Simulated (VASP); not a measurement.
**Co3H: single point with PBEsol**

The system is Co3H, a slab with vacuum.

```
Co H
1.0
     2.45642    0.00000    0.00000
    -1.22821    2.12732    0.00000
     0.00000    0.00000   22.96941
Co H
3 1
Direct
  0.33333 0.66667 0.37006
  0.66628 0.33257 0.45365
  0.33305 0.66611 0.54030
  0.66612 0.33224 0.57994
```

- Program: VASP 6.6.1
- Task: single point
- Functional: PBEsol
- Potentials or basis: VASP PAW PBE potentials, release 64 (Co, H)
- Cutoff: 520 eV
- k mesh: 12 × 12 × 1
- Occupations: gaussian, width 0.1 eV
- Spin: collinear spin, ferromagnetic start
- Starting moments: [1.94, 1.89, 1.94, 1.0] μB
- Dipole correction: yes
- Further INCAR settings: ALGO = Normal; EDIFF = 1e-07; NBANDS = 26

- Largest force: 0.043 eV/Å
- Net moment: 4.42 μB per cell
- Site moments: Co +1.62, +1.64, +1.17; H -0.01 μB
- Valence electrons inside the program's atomic spheres: Co 8.22, 8.38, 8.46; H 0.55

Forces on the atoms (eV/Å):
```
Co   0.000 -0.003  0.043
Co   0.000  0.003 -0.005
Co   0.000 -0.004 -0.029
H    0.000  0.004 -0.008
```

Levels at points of the mesh, in eV from the Fermi level:
Spin up:
```
           k point  band 14  band 15  band 16  band 17  band 18  band 19
(0.00, 0.00, 0.00)    -1.63    -0.94    -0.94    -0.73    -0.72    -0.26
(0.50, 0.00, 0.00)    -0.35    -0.32    -0.08     1.47     2.97     4.77
(0.00, 0.50, 0.00)    -0.35    -0.32    -0.09     1.47     2.97     4.78
```
Spin down:
```
           k point  band 8  band 9  band 10  band 11  band 12  band 13  band 14  band 15
(0.00, 0.00, 0.00)   -1.10   -1.10    -1.09    -0.81    -0.81    -0.04    -0.02    -0.02
(0.50, 0.00, 0.00)   -1.02   -0.76    -0.13     0.19     0.91     1.07     1.26     1.33
(0.00, 0.50, 0.00)   -1.02   -0.76    -0.13     0.19     0.91     1.07     1.26     1.32
```

Wall time 8.3 min on 1 thread of AMD EPYC 7R13 Processor (Zen 3), with other jobs on the host, peak memory 0.36 GiB.

Caveat: the PAW data sets were made with another functional, which shifts forces and pressure a little.
